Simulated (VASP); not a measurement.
A run of VASP 6.6.1:

The input INCAR:

```
ALGO = Normal ; EDIFF = 1E-7
ENCUT = 520 ; GGA = CA
ISIF = 2 ; ISMEAR = -1
LASPH = T ; LCHARG = F
LREAL = F ; LWAVE = F
NBANDS = 10 ; NELM = 100
PREC = Accurate ; SIGMA = 0.1
```

The input KPOINTS:

```
k-points
0
Gamma
  17 17 17
```

Contents of POSCAR:

```
Ir
1.0
    0.0000000000      1.6759354692      1.6759354692
    1.6759354692      0.0000000000      1.6759354692
    1.6759354692      1.6759354692      0.0000000000
Ir
1
Direct
    0.0000000000      0.0000000000      0.0000000000
```

Potentials or basis: VASP PAW LDA potentials, release 64 (Ir).

The run is started by

```bash
$ cat potpaw_LDA.64/Ir/POTCAR > POTCAR
$ mpirun -np 1 vasp_std > vasp.out
```

Hardware: 1 thread of Intel Xeon 8259CL, on a shared host.

Problem. Estimate the wall time of this run.

Solution. Wall time 22 s on 1 thread of Intel Xeon 8259CL, on a shared host, peak memory 0.13 GiB. Counts: scf iterations 11, k points 165.
